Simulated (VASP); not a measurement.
Wanted: the native input for a VASP 6.6.1 run.

* Task: single point
* Functional: PBE
* Potentials or basis: VASP PAW PBE potentials, release 64 (Se, Zn)
* Cutoff: 520 eV
* k mesh: 6 × 6 × 6
* Occupations: gaussian, width 0.05 eV
* Spin: no spin polarisation
* Dipole correction: no
* Further INCAR settings: ALGO = Normal; EDIFF = 1e-06; NBANDS = 16

The structure of ZnSe lies in POSCAR:

```
ZnSe
1.0
    0.0000000000      2.6854375469      2.6854375469
    2.6854375469      0.0000000000      2.6854375469
    2.6854375469      2.6854375469      0.0000000000
Se Zn
1 1
Direct
    0.0000000000      0.0000000000      0.0000000000
    0.5000000000      0.5000000000      0.5000000000
```

These files were run (other wordings do the same):

INCAR

```
SYSTEM = ZnSe
ALGO = Normal
EDIFF = 1E-6
ENCUT = 520
GGA = PE
ISIF = 2
ISMEAR = 0
LASPH = .TRUE.
LCHARG = .TRUE.
LELF = .TRUE.
LREAL = .FALSE.
LVHAR = .TRUE.
LWAVE = .FALSE.
NBANDS = 16
NELM = 100
PREC = Accurate
SIGMA = 0.05
```

KPOINTS

```
k-points
0
G
  6 6 6
  0 0 0
```

Potentials or basis: VASP PAW PBE potentials, release 64 (Se, Zn).

Command:

```console
$ cat potpaw_PBE.64/Se/POTCAR potpaw_PBE.64/Zn/POTCAR > POTCAR
$ mpirun -np 1 vasp_std > vasp.out
```

Results of the run:

```yaml
Pressure: 0.2 GPa
Band_gap_on_the_k_mesh: zero (bands 9 and 10 overlap by 1.08 eV)
```

Wall time 6.4 s on 1 thread of Intel(R) Xeon(R) 6975P-C (Granite Rapids) (shared host), peak memory 0.16 GiB.
